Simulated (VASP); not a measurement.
# SrMg6Ni (Amm2) in VASP: single point with PBE

Aim: the single point of SrMg6Ni with PBE.

Program: VASP 6.6.1. These are calculated values, not measurements. Logs are shortened: lines on timing, memory, paths and dates and some standing lists are left out, and cuts for length are marked.

**1. The cell of the first run**

Symmetry: Amm2, No. 38, orthorhombic system. Conventional cell: a = 4.544 Å, b = 6.339 Å, c = 14.425 Å, α = 90.00°, β = 90.00°, γ = 90.00°. Within 4.6 Å of Sr (site symmetry mm2) lie 14 Mg at 3.32 to 4.57 Å and 2 Ni at 3.42 Å and 2 Sr at 4.54 Å. Within 3.6 Å of Ni (site symmetry mm2) lie 8 Mg at 2.76 to 3.43 Å and 2 Sr at 3.42 Å. Mg (site symmetry mm2) has 8 Mg at 3.03 to 3.41 Å and 2 Sr at 3.40 Å and 2 Ni at 4.11 Å within 4.2 Å. Within 3.7 Å of Mg (site symmetry m) lie 2 Ni at 2.77 Å and 7 Mg at 2.94 to 3.41 Å and 1 Sr at 3.32 Å. Within 4.3 Å of Mg (site symmetry mm2) lie 10 Mg at 3.27 to 4.00 Å and 2 Ni at 3.43 Å and 4 Sr at 4.10 Å. Mg (site symmetry m) has 1 Ni at 2.76 Å and 6 Mg at 2.94 to 3.22 Å and 2 Sr at 3.66 Å within 3.7 Å.

**2. Single point, PBE, collinear spin, ferromagnetic start**

Input file INCAR:

```
PREC = Accurate
ENCUT = 520
EDIFF = 1E-6
ISMEAR = -1
SIGMA = 0.05
LREAL = F
LASPH = T
NELM = 150
ALGO = Fast
ISIF = 2
LWAVE = F
LCHARG = F
ISPIN = 2
MAGMOM = 0 1 0 0 0 0 0 0
LORBIT = 11
LMAXMIX = 4
GGA = PE
NBANDS = 30
```

Input file KPOINTS:

```
regular mesh
0
Gamma
  6 5 5
```

Input file POSCAR:

```
SrMg6Ni
1.0
    4.5442711897      0.0000000000      0.0000000000
    0.0000000000      3.1693399180      7.2124771376
    0.0000000000     -3.1693399180      7.2124771376
Sr Ni Mg
1 1 6
Direct
    0.5000000000      0.7182430000      0.7182430000
    0.0000000000      0.8957990000      0.8957990000
    0.5000000000      0.1335570000      0.1335570000
    0.5000000000      0.1652130000      0.6793490000
    0.5000000000      0.6793490000      0.1652130000
    0.0000000000      0.3051920000      0.3051920000
    0.0000000000      0.3049440000      0.7977040000
    0.0000000000      0.7977040000      0.3049440000
```

Potentials or basis: VASP PAW PBE potentials, release 64 (Sr_sv, Ni, Mg).

Command:

```
> cat potpaw_PBE.64/Sr_sv/POTCAR potpaw_PBE.64/Ni/POTCAR potpaw_PBE.64/Mg/POTCAR > POTCAR
> mpirun -np 1 vasp_std > vasp.out
```

OUTCAR:

```text
PREC = Accurate
   ENCUT = 520
   EDIFF = 1E-6
   ISMEAR = -1
   LREAL = F
   LASPH = T
   NELM = 150
   ISIF = 2
   ISPIN = 2
   LORBIT = 11
   GGA = PE

 ion  position               nearest neighbor table
   1  0.500  0.718  0.718-   4 3.32   5 3.32   3 3.40   3 3.40   2 3.42   2 3.42   8 3.66   7 3.66
                             7 3.66   8 3.66   6 4.10   6 4.10   6 4.10   6 4.10
   2  0.000  0.896  0.896-   7 2.76   8 2.76   4 2.77   5 2.77   4 2.77   5 2.77   1 3.42   1 3.42

   3  0.500  0.134  0.134-   7 3.03   8 3.03   7 3.03   8 3.03   6 3.36   6 3.36   1 3.40   1 3.40
                             4 3.41   5 3.41
   4  0.500  0.165  0.679-   2 2.77   2 2.77   7 2.94   7 2.94   5 3.08   5 3.26   6 3.27   6 3.27
                             1 3.32   3 3.41
   5  0.500  0.679  0.165-   2 2.77   2 2.77   8 2.94   8 2.94   4 3.08   4 3.26   6 3.27   6 3.27
                             1 3.32   3 3.41
   6  0.000  0.305  0.305-   4 3.27   5 3.27   4 3.27   5 3.27   3 3.36   3 3.36   1 4.10   1 4.10
                             1 4.10   1 4.10
   7  0.000  0.305  0.798-   2 2.76   4 2.94   4 2.94   3 3.03   3 3.03   8 3.12   8 3.22   1 3.66
                             1 3.66
   8  0.000  0.798  0.305-   2 2.76   5 2.94   5 2.94   3 3.03   3 3.03   7 3.12   7 3.22   1 3.66
                             1 3.66

  LATTYP: Found a base centered orthorhombic cell.
 ALAT       =     6.3386798360
 B/A-ratio  =     2.2757032455
 C/A-ratio  =     0.7169112981

  Lattice vectors:

 A1 = (   0.0000000000,   3.1693399180,  -7.2124771376)
 A2 = (   0.0000000000,   3.1693399180,   7.2124771376)
 A3 = (   4.5442711897,   0.0000000000,   0.0000000000)

Analysis of symmetry for initial positions (statically):
=====================================================================
 Subroutine PRICEL returns:
 Original cell was already a primitive cell.

 Routine SETGRP: Setting up the symmetry group for a
 base centered orthorhombic supercell.

 Subroutine GETGRP returns: Found  4 space group operations
 (whereof  4 operations were pure point group operations)
 out of a pool of  8 trial point group operations.

The static configuration has the point symmetry C_2v.

Analysis of symmetry for dynamics (positions and initial velocities):
=====================================================================
 Subroutine PRICEL returns:
 Original cell was already a primitive cell.

 Routine SETGRP: Setting up the symmetry group for a
 base centered orthorhombic supercell.

 Subroutine GETGRP returns: Found  4 space group operations
 (whereof  4 operations were pure point group operations)
 out of a pool of  8 trial point group operations.

The dynamic configuration has the point symmetry C_2v.

Analysis of structural, dynamic, and magnetic symmetry:
=====================================================================
 Subroutine PRICEL returns:
 Original cell was already a primitive cell.

 Routine SETGRP: Setting up the symmetry group for a
 base centered orthorhombic supercell.

 Subroutine GETGRP returns: Found  4 space group operations
 (whereof  4 operations were pure point group operations)
 out of a pool of  8 trial point group operations.

The overall configuration has the point symmetry C_2v.

 Subroutine INISYM returns: Found  4 space group operations
 (whereof  4 operations are pure point group operations),
 and found     1 'primitive' translations

----------------------------------------------------------------------------------------

                                     Primitive cell

  volume of cell :     207.7531

  direct lattice vectors                    reciprocal lattice vectors
     4.544271190  0.000000000  0.000000000     0.220057289  0.000000000  0.000000000
     0.000000000  3.169339918  7.212477138     0.000000000  0.157761557  0.069324310
     0.000000000 -3.169339918  7.212477138     0.000000000 -0.157761557  0.069324310

  length of vectors
     4.544271190  7.878105228  7.878105228     0.220057289  0.172321121  0.172321121

  position of ions in fractional coordinates (direct lattice)
     0.500000000  0.718243000  0.718243000
     0.000000000  0.895799000  0.895799000
     0.500000000  0.133557000  0.133557000
[... 76 lines left out ...]
   NGX,Y,Z   is equivalent  to a cutoff of  13.17, 12.66, 12.66 a.u.
   NGXF,Y,Z  is equivalent  to a cutoff of  26.34, 25.32, 25.32 a.u.
 SYSTEM =  unknown system
   PREC   = accura    normal or accurate (medium, high low for compatibility)
   ISTART =      0    job   : 0-new  1-cont  2-samecut
   ICHARG =      2    charge: 1-file 2-atom 10-const
   ISPIN  =      2    spin polarized calculation?
   LNONCOLLINEAR =      F non collinear calculations
   LSORBIT =      F    spin-orbit coupling
   LASPH  =      T    aspherical Exc in radial PAW
   ENCUT  =  520.0 eV  38.22 Ry    6.18 a.u.   8.45 14.65 14.65*2*pi/ulx,y,z
   NELM   =    150;   NELMIN=  2; NELMDL= -5     # of ELM steps
   EDIFF  = 0.1E-05   stopping-criterion for ELM
   LREAL  =      F    real-space projection
   EDIFFG = 0.1E-04   stopping-criterion for IOM
   NSW    =      0    number of steps for IOM
   IBRION =     -1    ionic relax: 0-MD 1-quasi-New 2-CG
   NFREE  =      0    steps in history (QN), initial steepest desc. (CG)
   ISIF   =      2    stress and relaxation
   ISYM   =      2    0-nonsym 1-usesym 2-fastsym
   POTIM  = 0.5000    time-step for ionic-motion
   TEBEG  =    0.0;   TEEND  =   0.0 temperature during run
   PSTRESS=    0.0 pullay stress
   NELECT =      32.0000    total number of electrons
   NUPDOWN=      -1.0000    fix difference up-down
   EMIN   =  10.00;   EMAX   =-10.00  energy-range for DOS
   EFERMI =   0.00;   METHOD = LEGACY
   ISMEAR =    -1;   SIGMA  =   0.05  broadening in eV -4-tet -1-fermi 0-gaus
   EFERMI_NEDOS =   21; number of points for ismear=-14 and -15
   IALGO  =     68    algorithm
   IMIX   =      4    mixing-type and parameters
     AMIX     =   0.40;   BMIX     =  1.00
     AMIX_MAG =   1.60;   BMIX_MAG =  1.00
  volume/ion in A,a.u.               =      25.97       175.25
  Fermi-wavevector in a.u.,A,eV,Ry     =   0.877558  1.658343 10.477948  0.770107
  Thomas-Fermi vector in A             =   1.997523
   LORBIT       =     11    0 simple, 1 ext, 2 COOP (PROOUT), +10 PAW based schemes
   GGA     = PE    functional components
   LHFCALC =     F    Hartree Fock is set to
   AEXX    =    0.0000 exact exchange contribution
   IVDW    =     0    specifies the selected vdW correction
   LEPSILON=     F    determine dielectric tensor
   LRPA    =     F    only Hartree local field effects (RPA)
 spin polarized calculation
 RMM-DIIS sequential band-by-band and
  energy-cutoff  :      520.00
  volume of cell :      207.75
 maximum number of plane-waves:      5621
 NGX is ok and might be reduce to    36
   NGX = 17   NGY = 29   NGZ = 29

 number of electron      32.0000002 magnetization      -0.0020759

 number of electron      32.0000002 magnetization       0.0001069

 Free energy of the ion-electron system (eV)
  ---------------------------------------------------
  ext. energy  EPLUGINS =         0.00000000
  ---------------------------------------------------
  free energy    TOTEN  =       -15.59570449 eV

  energy without entropy =      -15.56357753  energy(sigma->0) =      -15.57964101

 E-fermi :   2.2519     XC(G=0):  -8.4009

 val. band max:        2.2058228041   @ k =   0.5000   0.4000   0.2000
 cond. band min:       2.2544593582   @ k =   0.5000   0.0000   0.0000
 fundamental gap:      0.0486365541
 Fermi energy:         2.2519493839

 spin component 1

 k-point     1 :       0.0000    0.0000    0.0000
  band No.  band energies     occupation
      1     -33.4520      1.00000
      2     -15.5289      1.00000
      3     -15.4680      1.00000
      4     -15.4331      1.00000
      5      -3.9107      1.00000
      6      -1.1215      1.00000
[... 733 lines left out ...]
     27       6.5944      0.00000
     28       7.2330      0.00000

 [... further k-points ...]

 spin component 2

 k-point     1 :       0.0000    0.0000    0.0000
  band No.  band energies     occupation
      1     -33.4520      1.00000
      2     -15.5289      1.00000
      3     -15.4680      1.00000
      4     -15.4331      1.00000
      5      -3.9107      1.00000
      6      -1.1215      1.00000
[... 733 lines left out ...]
     27       6.5944      0.00000
     28       7.2327      0.00000

 [... further k-points ...]

 [bands above 28 left out]

------------------------ aborting loop because EDIFF is reached ----------------------------------------

  FORCE on cell =-STRESS in cart. coord.  units (eV):
  Direction    XX          YY          ZZ          XY          YZ          ZX
  --------------------------------------------------------------------------------------
  -------------------------------------------------------------------------------------
  Total       -1.4848413     -1.7178063     -2.0236172      0.0000000      0.0000000      0.0000000
  in kB      -11.4509922    -13.2476015    -15.6059938      0.0000000      0.0000000      0.0000000
  external PRESSURE =     -13.4348625 kB  Pullay stress =       0.0000000 kB

 VOLUME and BASIS-vectors are now :
 -----------------------------------------------------------------------------
  energy-cutoff  :      520.00
  volume of cell :      207.75
      direct lattice vectors                 reciprocal lattice vectors
     4.544271190  0.000000000  0.000000000     0.220057289  0.000000000  0.000000000
     0.000000000  3.169339918  7.212477138     0.000000000  0.157761557  0.069324310
     0.000000000 -3.169339918  7.212477138     0.000000000 -0.157761557  0.069324310

 POSITION                                       TOTAL-FORCE (eV/Angst)
 -----------------------------------------------------------------------------------
      2.27214      0.00000     10.36062         0.000000      0.000000      0.019998
      0.00000      0.00000     12.92186         0.000000      0.000000      0.111412
      2.27214      0.00000      1.92655         0.000000      0.000000     -0.039091
      2.27214     -1.62947      6.09138         0.000000     -0.103580      0.007452
      2.27214      1.62947      6.09138         0.000000      0.103580      0.007452
      0.00000      0.00000      4.40238         0.000000      0.000000      0.036250
      0.00000     -1.56172      7.95282         0.000000     -0.003738     -0.071736
      0.00000      1.56172      7.95282         0.000000      0.003738     -0.071736
 -----------------------------------------------------------------------------------
    total drift:                                0.000000      0.000000      0.002578

  FREE ENERGIE OF THE ION-ELECTRON SYSTEM (eV)
  ---------------------------------------------------
  free  energy   TOTEN  =       -15.5957044864 eV

  energy  without entropy=      -15.5635775264  energy(sigma->0) =      -15.57964101

 total charge

# of ion       s       p       d       tot
------------------------------------------
    1        2.032   5.755   0.195   7.982
    2        0.448   0.226   8.397   9.071
    3        0.243   0.113   0.008   0.364
    4        0.224   0.122   0.013   0.359
    5        0.224   0.122   0.013   0.359
    6        0.197   0.092   0.007   0.296
    7        0.232   0.120   0.011   0.363
    8        0.232   0.120   0.011   0.363
--------------------------------------------------
tot          3.832   6.670   8.655  19.157

 magnetization (x)

# of ion       s       p       d       tot
------------------------------------------
    1       -0.000   0.000  -0.000  -0.000
    2       -0.000   0.000  -0.000  -0.000
    3       -0.000  -0.000  -0.000  -0.000
    4        0.000   0.000   0.000   0.000
    5        0.000   0.000   0.000   0.000
    6       -0.000   0.000   0.000   0.000
    7        0.000  -0.000   0.000  -0.000
    8        0.000  -0.000   0.000  -0.000
--------------------------------------------------
tot         -0.000   0.000  -0.000  -0.000
```

It took 28 min on 1 thread of Intel Xeon 8259CL, shared host; peak memory 0.69 GiB.

Results:

* Free energy: -15.5957 eV
* Pressure: -1.3 GPa
* Largest force: 0.111 eV/Å
* Band gap on the k mesh: zero (filled and empty bands overlap)
* Net moment: 0.00 μB per cell
* Valence electrons inside the program's atomic spheres: Sr 7.98; Ni 9.07; Mg 0.36, 0.30 (each value once)

Forces in eV/Å, atoms in the order of the input:
```
Sr   0.000  0.000  0.020
Ni   0.000  0.000  0.111
Mg   0.000  0.000 -0.039
Mg   0.000 -0.104  0.007
Mg   0.000  0.104  0.007
Mg   0.000  0.000  0.036
Mg   0.000 -0.004 -0.072
Mg   0.000  0.004 -0.072
```

Caveat: the moments typed at the start vanished in this run.

The gap in the log of VASP goes by the Fermi energy; the results here count the filled bands.